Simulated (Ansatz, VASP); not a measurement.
Al in VASP and in Ansatz

File INCAR:

```
PREC = Accurate
ENCUT = 520
EDIFF = 1E-6
ISMEAR = 0
SIGMA = 0.15
LREAL = False
LASPH = True
NELM = 100
ALGO = Fast
ISIF = 2
LWAVE = False
LCHARG = False
GGA = PE
IVDW = 12
NBANDS = 14
```

File KPOINTS:

```
regular mesh
0
Gamma
  18 18 4
```

File POSCAR:

```
Al
1.0
    2.8144222649      0.0000000000      0.0000000000
   -1.4072111325      2.4373611784      0.0000000000
    0.0000000000      0.0000000000      9.2410470711
Al
4
Direct
   -0.1784563815     -0.2490398245      0.0000000000
    0.3333333333      0.6666666667      0.2500000000
    0.1784563815      0.2490398245      0.5000000000
    0.6666666667      0.3333333333      0.7500000000
```

Input for Ansatz:

```yaml
crystal:
  lattice:
    - [2.8144222649, 0.0, 0.0]
    - [-1.4072111325, 2.4373611784, 0.0]
    - [0.0, 0.0, 9.2410470711]
  atoms:
    - { symbol: Al, position: [-0.1784563815, -0.2490398245, 0.0] }
    - { symbol: Al, position: [0.3333333333, 0.6666666667, 0.25] }
    - { symbol: Al, position: [0.1784563815, 0.2490398245, 0.5] }
    - { symbol: Al, position: [0.6666666667, 0.3333333333, 0.75] }
basis:
  ecutwfc: 420
kpoints:
  mp_grid: { grid: [18, 18, 4] }
hamiltonian:
  xc: pbe
  pseudopotentials: { kind: paw, azcp: { folder: soft_1 } }
  dispersion: d3bj
scf:
  occupations: { method: gaussian, width: 0.15 }
output:
  forces: true
  stress: true
  eigenvalues: true
```

Change from the starting cell: mode 4 frozen in at -0.152 Å and mode 5 at -0.607 Å (largest displacements).

Alike in both runs: task single point; functional PBE; dispersion D3(BJ); k mesh 18 × 18 × 4; occupations gaussian, width 0.15 eV; no spin polarisation.

|  | VASP | Ansatz |
| --- | --- | --- |
| version | VASP 6.6.1 | Ansatz 0.2.0 |
| potentials or method | VASP PAW PBE potentials, release 64 (Al), cutoff 520 eV | scalar-relativistic, plane waves, PAW |
| valence electrons in the cell | 12 | 12 |

|  | VASP | Ansatz | Ansatz less VASP |
| --- | --- | --- | --- |
| gap on the k mesh at the Fermi level (eV) | none | none | - |
| pressure (GPa) | 3.1 | 3.1 | 0.00 |
| traceless stress, the component that is largest in VASP (GPa) | 5.19 | 5.19 | -0.004 |
| rms of the force components (eV/Å) | 0.333 | 0.333 | 0.0000 |

Atom by atom the forces differ by 0.000 eV/Å (rms over components). A gap of «none» marks a metal or a gap that the smearing closes.
